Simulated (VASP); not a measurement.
# Ti4S in VASP: notebook, part 2 of 2

VASP 6.6.1. Earlier steps stand in the parts before.

### 4 Relaxation of the atoms, PBE

INCAR reads:

```
SYSTEM = Ti4S
  PREC = Accurate
  ENCUT = 520
  EDIFF = 1E-7
  ISMEAR = 0
  SIGMA = 0.1
  LREAL = .False.
  LASPH = .True.
  NELM = 100
  ALGO = Fast
  ISIF = 2
  LWAVE = .False.
  LCHARG = .False.
  LDIPOL = .True.
  IDIPOL = 3
  DIPOL = 0.5 0.5 0.345
  GGA = PE
  IBRION = 2
  NSW = 36
  EDIFFG = -0.025
```

KPOINTS reads:

```
Automatic mesh
0
Gamma
  9 7 1
  0 0 0
```

POSCAR reads:

```
Ti4S
1.0
    2.9075446931      0.0000000000      0.0000000000
    0.0000000000      4.1118891382      0.0000000000
    0.0000000000      0.0000000000     19.6535692527
Ti S
4 1
Selective dynamics
Direct
    0.5000000000      0.5000000000      0.2035253723  F F F
    0.0000000000      0.0000000000      0.2774952618  F F F
    0.5000000000      0.5000000000      0.3439484692  F F F
    0.0000000000      0.0000000000      0.4148645545  F F F
    0.5000000000      0.3000000000      0.4840631811  F F T
```

Potentials or basis: VASP PAW PBE potentials, release 64 (Ti_sv, S).

Started as:

```console
cat potpaw_PBE.64/Ti_sv/POTCAR potpaw_PBE.64/S/POTCAR > POTCAR
mpirun -np 1 vasp_std > vasp.out
```

OUTCAR:

```text
SYSTEM = Ti4S
   PREC = Accurate
   ENCUT = 520
   EDIFF = 1E-7
   ISMEAR = 0
   LREAL = .False.
   LASPH = .True.
   NELM = 100
   ISIF = 2
   GGA = PE
   IBRION = 2
   NSW = 36
   EDIFFG = -0.025

 ion  position               nearest neighbor table
   1  0.500  0.500  0.204-   3 2.76   2 2.91   2 2.91   2 2.91   2 2.91
   2  0.000  0.000  0.277-   4 2.70   3 2.84   3 2.84   3 2.84   3 2.84   1 2.91   1 2.91   1 2.91
                             1 2.91
   3  0.500  0.500  0.344-   1 2.76   2 2.84   2 2.84   2 2.84   2 2.84   4 2.88   4 2.88   4 2.88
                             4 2.88
   4  0.000  0.000  0.415-   5 2.34   5 2.34   2 2.70   3 2.88   3 2.88   3 2.88   3 2.88
   5  0.500  0.300  0.484-   4 2.34   4 2.34

  LATTYP: Found a simple orthorhombic cell.
 ALAT       =     2.9075446931
 B/A-ratio  =     1.4142135624
 C/A-ratio  =     6.7595071881

  Lattice vectors:

 A1 = (   2.9075446931,   0.0000000000,   0.0000000000)
 A2 = (   0.0000000000,   4.1118891382,   0.0000000000)
[... 203 lines left out ...]
  -------------------------------------------------------------------------------------
  Total        5.6145571     -3.5570149     -1.2570455      0.0000000      1.2545470      0.0000000
  in kB       38.2839605    -24.2542045     -8.5714114      0.0000000      8.5543751      0.0000000
  external PRESSURE =       1.8194482 kB  Pullay stress =       0.0000000 kB
[... 104 lines left out ...]
--------------------------------------- Ionic step        4  -------------------------------------------

 number of electron      54.0000012 magnetization

 dipolmoment           0.000000      0.000000      0.115577 electrons x Angstroem

 Free energy of the ion-electron system (eV)
  ---------------------------------------------------
  ext. energy  EPLUGINS =         0.00000000
  ---------------------------------------------------
  free energy    TOTEN  =       -34.84830963 eV

  energy without entropy =      -34.81589462  energy(sigma->0) =      -34.83210213

 E-fermi :   0.3123     XC(G=0):  -5.0009

 val. band max:        0.2980626799   @ k =   0.1111   0.2857   0.0000
 cond. band min:       0.3157624124   @ k =   0.1111   0.4286   0.0000
 fundamental gap:      0.0176997324
 Fermi energy:         0.3122857250

 k-point     1 :       0.0000    0.0000    0.0000
  band No.  band energies     occupation
      1     -56.6604      2.00000
      2     -56.4819      2.00000
      3     -56.2765      2.00000
      4     -56.1730      2.00000
      5     -33.0704      2.00000
      6     -33.0021      2.00000
[... 689 lines left out ...]
     31       1.1687      0.00000
     32       1.6159      0.00000

------------------------ aborting loop because EDIFF is reached ----------------------------------------

 vacuum level on the upper side and lower side of the slab       (xc-potential included)         0.711        -1.029

  FORCE on cell =-STRESS in cart. coord.  units (eV):
  Direction    XX          YY          ZZ          XY          YZ          ZX
  --------------------------------------------------------------------------------------
  -------------------------------------------------------------------------------------
  Total        6.9730578     -2.4679867      0.3377411      0.0000000      2.1453420      0.0000000
  in kB       47.5471638    -16.8284519      2.3029539      0.0000000     14.6284359      0.0000000
  external PRESSURE =      11.0072219 kB  Pullay stress =       0.0000000 kB
[... 20 lines left out ...]
  FREE ENERGIE OF THE ION-ELECTRON SYSTEM (eV)
  ---------------------------------------------------
  free  energy   TOTEN  =       -34.8483096342 eV

  energy  without entropy=      -34.8158946248  energy(sigma->0) =      -34.83210213

 reached required accuracy - stopping structural energy minimisation

 vacuum level on the upper side and lower side of the slab         5.253         3.464
```

OSZICAR:

```text
N       E                     dE             d eps       ncg     rms          rms(c)
DAV:   1     0.635608331557E+03    0.63561E+03   -0.29056E+04  1496   0.165E+03
DAV:   2     0.505433487559E+02   -0.58506E+03   -0.57838E+03  1400   0.506E+02
DAV:   3    -0.273334325134E+02   -0.77877E+02   -0.76741E+02  2160   0.159E+02
[... 177 lines left out ...]
RMM:   9    -0.348483087448E+02   -0.49303E-06   -0.60975E-06  1551   0.990E-03    0.136E-03
RMM:  10    -0.348483090710E+02   -0.32613E-06   -0.25848E-06  1396   0.565E-03    0.751E-04
RMM:  11    -0.348483092759E+02   -0.20496E-06   -0.12352E-06  1186   0.392E-03    0.582E-04
RMM:  12    -0.348483095404E+02   -0.26449E-06   -0.85689E-07  1276   0.348E-03    0.722E-04
RMM:  13    -0.348483096342E+02   -0.93773E-07   -0.50766E-07  1086   0.282E-03
   4 F= -.34848310E+02 E0= -.34832102E+02  d E =-.645673E-01
```

CONTCAR:

```text
Ti4S
   1.00000000000000
     2.9075446931000002    0.0000000000000000    0.0000000000000000
     0.0000000000000000    4.1118891381999996    0.0000000000000000
     0.0000000000000000    0.0000000000000000   19.6535692526999988
  Ti              S
     4     1
Selective dynamics
Direct
     0.5000000000000000    0.5000000000000000    0.2035253722999997   F   F   F
     0.0000000000000000    0.0000000000000000    0.2774952617999986   F   F   F
     0.5000000000000000    0.5000000000000000    0.3439484692000008   F   F   F
     0.0000000000000000    0.0000000000000000    0.4148645544999994   F   F   F
     0.5000000000000000    0.2999999999999972    0.4776260332234177   F   F   T

  0.00000000E+00  0.00000000E+00  0.00000000E+00
  0.00000000E+00  0.00000000E+00  0.00000000E+00
  0.00000000E+00  0.00000000E+00  0.00000000E+00
  0.00000000E+00  0.00000000E+00  0.00000000E+00
  0.00000000E+00  0.00000000E+00  0.00000000E+00
```

Wall time 77 min (1 thread of Oxide Virtual Turin-like, shared host); peak memory 0.38 GiB.

What came out:

* Free energy: -34.8483 eV
* Energy gained by relaxing: 12.9 meV/atom
* Ionic steps: 4
* Band gap on the k mesh: zero (bands 27 and 28 overlap by 0.29 eV)

The path:
| step | energy change (eV) | largest force on free atoms (eV/Å) | pressure (GPa) |
| --- | --- | --- | --- |
| 1 | 0.0000 | 0.9948 | 0.18 |
| 2 | -0.0392 | 0.6352 | 0.51 |
| 3 | -0.0644 | 0.0504 | 1.15 |
| 4 | -0.0646 | 0.0026 | 1.10 |

Final structure:
```
Ti S
1.0
     2.90754    0.00000    0.00000
     0.00000    4.11189    0.00000
     0.00000    0.00000   19.65357
Ti S
4 1
Direct
  0.50000 0.50000 0.20353
  0.00000 0.00000 0.27750
  0.50000 0.50000 0.34395
  0.00000 0.00000 0.41486
  0.50000 0.30000 0.47763
```

### 5 Overview

```csv
cell,gap on the mesh (eV)
"atoms relaxed, atomic positions A",none
"atoms relaxed, atomic positions B",none
"atoms relaxed, atomic positions C",none
```

Alike in all rows: task relaxation of the atoms; level PBE; potentials or basis VASP PAW PBE potentials, release 64 (Ti_sv, S); no spin polarisation; k mesh 9 × 7 × 1; cutoff (eV) 520; smearing gaussian 0.1 eV.

Total energies depend on the potentials used, so only differences within one code and one set of settings carry meaning.

The gap in the log of VASP goes by the Fermi energy; the results here count the filled bands.